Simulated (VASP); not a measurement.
# CuO (P4/nmm) in VASP: notebook, part 2 of 3

VASP 6.6.1.

## Step 3: Relaxation of cell and atoms, r2SCAN+U

This run uses another cell than the first one, of 11.72 Å³/atom.

The input, POSCAR:

```
CuO
1.0
    3.1754955000      0.0000000000      0.0000000000
    0.0000000000      3.1754955000      0.0000000000
    0.0000000000      0.0000000000      4.6495318700
Cu O
2 2
Direct
    0.0000000000      0.0000000000      0.0000000000
    0.5000000000      0.5000000000      0.0000000000
    0.5000000000      0.0000000000      0.2670000000
    0.0000000000      0.5000000000      0.7330000000
```

The input, INCAR.step1:

```
SYSTEM = CuO
ALGO = Normal ; EDIFF = 1E-4
ENCUT = 600 ; GGA = PE
ISMEAR = -1 ; LASPH = .True.
LCHARG = .False. ; LDAU = .True.
LDAUJ = 0 0 ; LDAUL = 2 -1
LDAUTYPE = 2 ; LDAUU = 5.3 0
LMAXMIX = 4 ; LREAL = .False.
LWAVE = .True. ; NELM = 150
PREC = Accurate ; SIGMA = 0.05
```

The input, INCAR.step2:

```
SYSTEM = CuO
ALGO = Normal ; EDIFF = 1E-6
EDIFFG = -0.01 ; ENCUT = 600
IBRION = 2 ; ISIF = 3
ISMEAR = -1 ; ISTART = 1
LASPH = .True. ; LCHARG = .False.
LDAU = .True. ; LDAUJ = 0 0
LDAUL = 2 -1 ; LDAUPRINT = 1
LDAUTYPE = 2 ; LDAUU = 5.3 0
LMAXMIX = 4 ; LMIXTAU = .True.
LREAL = .False. ; LWAVE = .False.
METAGGA = R2SCAN ; NELM = 150
NSW = 60 ; PREC = Accurate
SIGMA = 0.05
```

The input, KPOINTS:

```
k-points
0
Gamma
  8 8 6
  0 0 0
```

Potentials or basis: VASP PAW PBE potentials, release 64 (Cu, O).

Command:

```bash
$ cat potpaw_PBE.64/Cu/POTCAR potpaw_PBE.64/O/POTCAR > POTCAR
$ cp INCAR.step1 INCAR
$ mpirun -np 1 vasp_std > vasp.out
$ cp INCAR.step2 INCAR
$ mpirun -np 1 vasp_std > vasp.out
```

OUTCAR:

```text
SYSTEM = CuO
   EDIFF = 1E-6
   EDIFFG = -0.01
   ENCUT = 600
   IBRION = 2
   ISIF = 3
   ISMEAR = -1
   ISTART = 1
   LASPH = .True.
   LREAL = .False.
   METAGGA = R2SCAN
   NELM = 150
   NSW = 60
   PREC = Accurate

 ion  position               nearest neighbor table
   1  0.000  0.000  0.000-   3 2.02   4 2.02   4 2.02   3 2.02   2 2.25   2 2.25   2 2.25   2 2.25

   2  0.500  0.500  0.000-   3 2.02   4 2.02   3 2.02   4 2.02   1 2.25   1 2.25   1 2.25   1 2.25

   3  0.500  0.000  0.267-   1 2.02   2 2.02   2 2.02   1 2.02
   4  0.000  0.500  0.733-   1 2.02   2 2.02   1 2.02   2 2.02

  LATTYP: Found a simple tetragonal cell.
 ALAT       =     3.1754955000
 C/A-ratio  =     1.4641909806

  Lattice vectors:

 A1 = (   3.1754955000,   0.0000000000,   0.0000000000)
 A2 = (   0.0000000000,   3.1754955000,   0.0000000000)
 A3 = (   0.0000000000,   0.0000000000,   4.6495318700)

Analysis of symmetry for initial positions (statically):
[... 1012 lines left out ...]
 occupancies and eigenvectors

  o =  0.7653  v =  0.0000  0.0000  0.0000  0.0000 -1.0000  0.0000  0.0000  0.0000  0.0000  0.0000      0.0000  0.0000  0.0000  0.0000  0.0000  0.0000  0.0000  0.0000  0.0000  0.0000
  o =  0.7653  v =  0.0000  0.0000  0.0000  0.0000  0.0000  0.0000  0.0000  0.0000  0.0000 -1.0000      0.0000  0.0000  0.0000  0.0000  0.0000  0.0000  0.0000  0.0000  0.0000  0.0000
  o =  0.9520  v =  0.0000  0.0000  1.0000  0.0000  0.0000  0.0000  0.0000  0.0000  0.0000  0.0000      0.0000  0.0000  0.0000  0.0000  0.0000  0.0000  0.0000  0.0000  0.0000  0.0000
  o =  0.9520  v =  0.0000  0.0000  0.0000  0.0000  0.0000  0.0000  0.0000  1.0000  0.0000  0.0000      0.0000  0.0000  0.0000  0.0000  0.0000  0.0000  0.0000  0.0000  0.0000  0.0000
  o =  0.9780  v =  0.0000  0.0000  0.0000  0.0000  0.0000  0.0000 -0.8632  0.0000  0.5049 -0.0000      0.0000  0.0000  0.0000  0.0000  0.0000  0.0000  0.0000  0.0000  0.0000  0.0000
  o =  0.9780  v =  0.0000 -0.8632  0.0000  0.5049 -0.0000  0.0000  0.0000  0.0000  0.0000  0.0000      0.0000  0.0000  0.0000  0.0000  0.0000  0.0000  0.0000  0.0000  0.0000  0.0000
  o =  0.9780  v =  0.0000  0.0000  0.0000  0.0000  0.0000  0.0000 -0.5049  0.0000 -0.8632 -0.0000      0.0000  0.0000  0.0000  0.0000  0.0000  0.0000  0.0000  0.0000  0.0000  0.0000
  o =  0.9780  v =  0.0000 -0.5049  0.0000 -0.8632 -0.0000  0.0000  0.0000  0.0000  0.0000  0.0000      0.0000  0.0000  0.0000  0.0000  0.0000  0.0000  0.0000  0.0000  0.0000  0.0000
  o =  0.9844  v =  0.0000  0.0000  0.0000  0.0000  0.0000  1.0000  0.0000  0.0000  0.0000  0.0000      0.0000  0.0000  0.0000  0.0000  0.0000  0.0000  0.0000  0.0000  0.0000  0.0000
  o =  0.9844  v =  1.0000  0.0000  0.0000  0.0000  0.0000  0.0000  0.0000  0.0000  0.0000  0.0000      0.0000  0.0000  0.0000  0.0000  0.0000  0.0000  0.0000  0.0000  0.0000  0.0000

--------------------------------------- Ionic step       40  -------------------------------------------

 number of electron      33.9999962 magnetization

 Free energy of the ion-electron system (eV)
  ---------------------------------------------------
  ext. energy  EPLUGINS =         0.00000000
  ---------------------------------------------------
  free energy    TOTEN  =       -32.41941749 eV

  energy without entropy =      -32.40236323  energy(sigma->0) =      -32.41089036

 E-fermi :   2.9078     XC(G=0): -11.1661

 val. band max:        2.8998269528   @ k =   0.5000   0.1250   0.0000
 cond. band min:       2.9083670926   @ k =   0.3750   0.1250   0.3333
 fundamental gap:      0.0085401399
 Fermi energy:         2.9077966053

 k-point     1 :       0.0000    0.0000    0.0000
  band No.  band energies     occupation
      1     -17.3983      2.00000
      2     -16.1768      2.00000
      3      -2.6136      2.00000
      4      -2.6136      2.00000
      5      -2.2960      2.00000
      6      -1.0575      2.00000
[... 598 lines left out ...]
  FREE ENERGIE OF THE ION-ELECTRON SYSTEM (eV)
  ---------------------------------------------------
  free  energy   TOTEN  =       -32.4194174916 eV

  energy  without entropy=      -32.4023632281  energy(sigma->0) =      -32.41089036

 reached required accuracy - stopping structural energy minimisation
```

Wall time 79 min (1 thread of Intel Xeon Platinum 8488C (Sapphire Rapids), shared host); peak memory 0.27 GiB.

What came out:

| Item | Value |
| --- | --- |
| Free energy | -32.4194 eV |
| Relaxed volume | 12.12 Å³/atom |
| Relaxed cell | a = 3.810 Å, b = 3.810 Å, c = 3.341 Å, α = 90.00°, β = 90.00°, γ = 90.00° |
| Space group after relaxing (to 0.1 Å) | P4/mmm (No. 123) |
| Energy gained by relaxing | 787.7 meV/atom |
| Ionic steps | 40 |
| Pressure after relaxing | 0.0 GPa |
| Band gap on the k mesh | zero (bands 17 and 18 overlap by 3.66 eV) |

Step by step:
```csv
step,energy change (eV),largest force (eV/Å),pressure (GPa),volume (Å³)
1,0.0000,1.6145,5.34,46.88
2,-0.8552,1.4216,-1.09,49.35
3,-1.5181,1.7320,-8.29,51.99
4,-1.2631,1.5884,-26.38,54.45
5,-1.5717,2.0079,-13.43,52.92
6,-2.2686,1.2111,-7.11,48.57
7,-2.7909,0.7340,5.14,42.13
8,-2.7921,0.4420,11.17,39.46
9,-2.8116,0.5436,9.00,40.40
10,-2.8494,0.4382,-3.34,41.76
11,-2.8795,0.5066,1.26,41.22
12,-2.9524,0.4070,0.88,41.99
13,-3.0902,0.1488,-0.08,44.32
14,-3.1053,0.2413,-4.06,49.06
15,-3.1371,0.0271,-1.84,46.79
16,-3.0577,0.0108,10.91,44.99
17,-3.1431,0.0248,0.58,46.41
18,-3.1431,0.0251,0.54,46.40
19,-3.1428,0.0241,1.32,46.30
20,-3.1431,0.0249,0.60,46.39
21,-3.1460,0.0234,0.45,46.79
22,-3.1487,0.0211,0.19,47.37
23,-3.1507,0.0162,-0.27,48.53
24,-3.1507,0.0173,-0.13,48.38
25,-3.1507,0.0168,-0.14,48.46
26,-3.1497,0.0128,1.01,48.30
27,-3.1507,0.0161,0.06,48.44
28,-3.1507,0.0157,0.10,48.43
29,-3.1508,0.0121,0.00,48.51
30,-3.1508,0.0154,-0.05,48.50
31,-3.1508,0.0142,0.09,48.48
32,-3.1508,0.0140,0.09,48.49
33,-3.1508,0.0132,0.02,48.50
34,-3.1508,0.0125,-0.05,48.50
35,-3.1508,0.0082,0.21,48.48
36,-3.1509,0.0062,0.33,48.47
37,-3.1509,0.0053,0.18,48.47
38,-3.1509,0.0003,0.14,48.47
39,-3.1509,0.0063,0.08,48.48
40,-3.1510,0.0005,0.01,48.49
```

Final structure:
```
CELL_PARAMETERS angstrom
3.80995 0.00000 0.00000
0.00000 3.80995 0.00000
0.00000 0.00000 3.34054
ATOMIC_POSITIONS crystal
Cu 0.00000 0.00000 0.00000
Cu 0.50000 0.50000 0.00000
O 0.50000 0.00000 0.99964
O 0.00000 0.50000 0.00036
```

Eigenvalues of the final occupation matrices:
| site | spin | trace | eigenvalues |
| --- | --- | --- | --- |
| site 1 d | 1 | 4.66 | 0.77 0.95 0.98 0.98 0.98 |
| site 1 d | 2 | 4.66 | 0.77 0.95 0.98 0.98 0.98 |
| site 2 d | 1 | 4.66 | 0.77 0.95 0.98 0.98 0.98 |
| site 2 d | 2 | 4.66 | 0.77 0.95 0.98 0.98 0.98 |

Caveat: a cell axis changed by over 15 % at a fixed basis, so the end point is rough; the PAW data sets were made with another functional, which shifts forces and pressure a little; U without spin polarisation on a metal has little footing.

(Continued in part 3 of 3.)

The gap in the log of VASP goes by the Fermi energy; the results here count the filled bands.